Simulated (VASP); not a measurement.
A run of VASP 6.6.1:

File INCAR:

```
SYSTEM = KF
PREC = Accurate
ENCUT = 520
EDIFF = 1E-7
ISMEAR = 0
SIGMA = 0.05
LREAL = .False.
LASPH = .True.
NELM = 80
ALGO = Normal
ISIF = 2
LWAVE = .False.
LCHARG = .False.
NBANDS = 15
```

The input KPOINTS:

```
Automatic mesh
0
Gamma
  8 8 8
  0 0 0
```

The input POSCAR:

```
KF
1.0
    0.0000000000      2.5817196783      2.3880907024
    2.4461793952      0.0000000000      2.3880907024
    2.4461793952      2.5817196783      0.0000000000
K F
1 1
Direct
    0.0000000000      0.0000000000      0.0000000000
    0.5000000000      0.5000000000      0.5000000000
```

Potentials or basis: VASP PAW LDA potentials, release 64 (K_sv, F).

Launch:

```bash
$ cat potpaw_LDA.64/K_sv/POTCAR potpaw_LDA.64/F/POTCAR > POTCAR
$ mpirun -np 1 vasp_std > vasp.out
```

Hardware: 1 thread of Intel(R) Xeon(R) 6975P-C (Granite Rapids), on a shared host.

Question: How long does it take, and how much memory?

Answer: Wall time 18 s on 1 thread of Intel(R) Xeon(R) 6975P-C (Granite Rapids), on a shared host, peak memory 0.17 GiB. Counts: scf iterations 13, k points 95.
